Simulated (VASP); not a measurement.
Cd:

```
Cd
1.0
     2.97887    0.00000    0.00000
    -1.48944    2.57978    0.00000
     0.00000    0.00000    5.61765
Cd
2
Direct
  0.33333 0.66667 0.25000
  0.66667 0.33333 0.75000
```

| Property | Result |
| --- | --- |
| Program | VASP 6.6.1 |
| Task | relaxation of cell and atoms |
| Functional | PBEsol |
| Potentials or basis | VASP PAW PBE potentials, release 64 (Cd) |
| Cutoff | 600 eV |
| k mesh | 7 × 7 × 3 |
| Occupations | gaussian, width 0.1 eV |
| Spin | no spin polarisation |

At the start: pressure -1.4 GPa; volume 21.59 Å³/atom.

**Question.** Where does the relaxation end?

**Answer.** Over 6 steps the energy falls by 3.4 meV/atom and the volume is 21.16 Å³/atom (-2.0 %); space group P6_3/mmc (No. 194, to 0.05 Å).

The path:
| step | energy change (eV) | largest force (eV/Å) | pressure (GPa) | volume (Å³) |
| --- | --- | --- | --- | --- |
| 1 | 0.0000 | 0.0000 | -1.41 | 43.17 |
| 2 | -0.0061 | 0.0000 | 0.48 | 41.99 |
| 3 | -0.0063 | 0.0000 | 0.15 | 42.17 |
| 4 | -0.0063 | 0.0000 | 0.20 | 42.15 |
| 5 | -0.0067 | 0.0000 | 0.13 | 42.25 |
| 6 | -0.0068 | 0.0000 | 0.08 | 42.31 |

Final structure:
```
CELL_PARAMETERS angstrom
2.94193 0.00000 0.00000
-1.47096 2.54778 0.00000
0.00000 0.00000 5.64528
ATOMIC_POSITIONS crystal
Cd 0.33333 0.66667 0.25000
Cd 0.66667 0.33333 0.75000
```

Caveat: the k points lie up to 0.37 Å⁻¹ apart in the final cell; the PAW data sets were made with another functional, which shifts forces and pressure a little.
